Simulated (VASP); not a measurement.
Set up this calculation in VASP 6.6.1, as the native input.

```yaml
Task: single point
Functional: PBEsol
Potentials_or_basis: VASP PAW PBE potentials, release 64 (Mo_sv)
Cutoff: 520 eV
k_mesh: 23 × 23 × 23
Occupations: fermi-dirac, width 0.05 eV
Spin: no spin polarisation
Dipole_correction: no
Further_INCAR_settings: ALGO = Normal; EDIFF = 1e-07; NBANDS = 13
```

The structure of Mo lies in POSCAR:

```
Mo
1.0
   -1.5649099798      1.5649099798      1.5649099798
    1.5649099798     -1.5649099798      1.5649099798
    1.5649099798      1.5649099798     -1.5649099798
Mo
1
Direct
    0.0000000000      0.0000000000      0.0000000000
```

The input as run:

INCAR

```
SYSTEM = Mo
PREC = Accurate
ENCUT = 520
EDIFF = 1E-7
ISMEAR = -1
SIGMA = 0.05
LREAL = .False.
LASPH = .True.
NELM = 100
ALGO = Normal
ISIF = 2
LWAVE = .False.
LCHARG = .False.
GGA = PS
NBANDS = 13
```

KPOINTS

```
regular mesh
0
Gamma
  23 23 23
  0 0 0
```

Potentials or basis: VASP PAW PBE potentials, release 64 (Mo_sv).

Command:

```sh
$ cat potpaw_PBE.64/Mo_sv/POTCAR > POTCAR
$ mpirun -np 1 vasp_std > vasp.out
```

It gave:

The pressure is 0.6 GPa and the band gap on the k mesh is zero (bands 7 and 8 overlap by 5.39 eV).

Caveat: the PAW data sets were made with another functional, which shifts forces and pressure a little.

Wall time 40 s on 1 thread of AMD EPYC 7R43 64-Core Processor (Zen 3) (shared host), peak memory 0.14 GiB.
